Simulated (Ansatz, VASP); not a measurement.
# Co in VASP and in Ansatz

The input INCAR:

```
PREC = Accurate
ENCUT = 520
EDIFF = 1E-6
ISMEAR = -1
SIGMA = 0.05
LREAL = False
LASPH = True
NELM = 150
ALGO = Normal
ISIF = 2
LWAVE = False
LCHARG = False
ISPIN = 2
MAGMOM = 1.7 1.7 1.7
LORBIT = 11
LMAXMIX = 4
GGA = PE
NBANDS = 24
```

Contents of KPOINTS:

```
Automatic mesh
0
Gamma
  10 10 14
```

Contents of POSCAR:

```
Co
1.0
    3.9609874913      0.0000000000      0.0000000000
   -1.9804937456      3.4303157915      0.0000000000
    0.0000000000      0.0000000000      2.4403879364
Co
3
Direct
    0.0000000000      0.0000000000      0.0000000000
    0.3333333333      0.6666666667      0.5000000000
    0.6666666667      0.3333333333      0.5000000000
```

Input for Ansatz:

```yaml
crystal:
  lattice:
    - [3.9609874913, 0.0, 0.0]
    - [-1.9804937456, 3.4303157915, 0.0]
    - [0.0, 0.0, 2.4403879364]
  atoms:
    - { symbol: Co, position: [0.0, 0.0, 0.0], spin: 1.7 }
    - { symbol: Co, position: [0.3333333333, 0.6666666667, 0.5], spin: 1.7 }
    - { symbol: Co, position: [0.6666666667, 0.3333333333, 0.5], spin: 1.7 }
magnetization:
  spin_polarized: true
kpoints:
  mp_grid: { grid: [10, 10, 14] }
  band_path:
    path:
      - [0.0, 0.0, 0.0]
      - [0.5, 0.0, 0.0]
      - [0.3333333333, 0.3333333333, 0.0]
      - [0.0, 0.0, 0.0]
      - [0.0, 0.0, 0.5]
      - [0.5, 0.0, 0.5]
      - [0.3333333333, 0.3333333333, 0.5]
      - [0.0, 0.0, 0.5]
      - [0.5, 0.0, 0.5]
    npoints: 8
scf:
  occupations: { method: fermi_dirac, width: 0.05 }
hamiltonian:
  xc: pbe
  pseudopotentials: { kind: paw }
output:
  forces: true
  stress: true
  eigenvalues: true
  populations: true
  dos: { projected: true, de: 0.2, e_range: [-14, 8] }
```

Change from the starting cell: volume scaled by 1, PAW files.

Alike in both runs: task single point; functional PBE; k mesh 10 × 10 × 14; occupations fermi-dirac, width 0.05 eV; collinear spin.

|  | VASP | Ansatz |
| --- | --- | --- |
| version | VASP 6.6.1 | Ansatz 0.2.0 |
| potentials or method | VASP PAW PBE potentials, release 64 (Co) | PAW with Ansatz's default frozen-core files, scalar-relativistic |
| plane-wave cutoff (eV) | 520 | 420 |
| valence electrons in the cell | 27 | 51 |

|  | VASP | Ansatz | Ansatz less VASP |
| --- | --- | --- | --- |
| pressure (GPa) | -0.7 | 0.0 | +0.74 |
| traceless stress, the component that is largest in VASP (GPa) | -0.06 | -0.01 | +0.046 |
| net moment per atom (μB) | 1.64 | 1.65 | +0.010 |
| size of the moment on the site where the two differ most (μB) | 1.62 | 1.69 | +0.065 |

Site moments also hang on the region over which each program counts them. The functional is the same, so the differences come from potentials, cutoffs and numerics. VASP's potentials hold 27 valence electrons a cell and Ansatz's 51, so a difference there can come from the potentials and not from the codes.
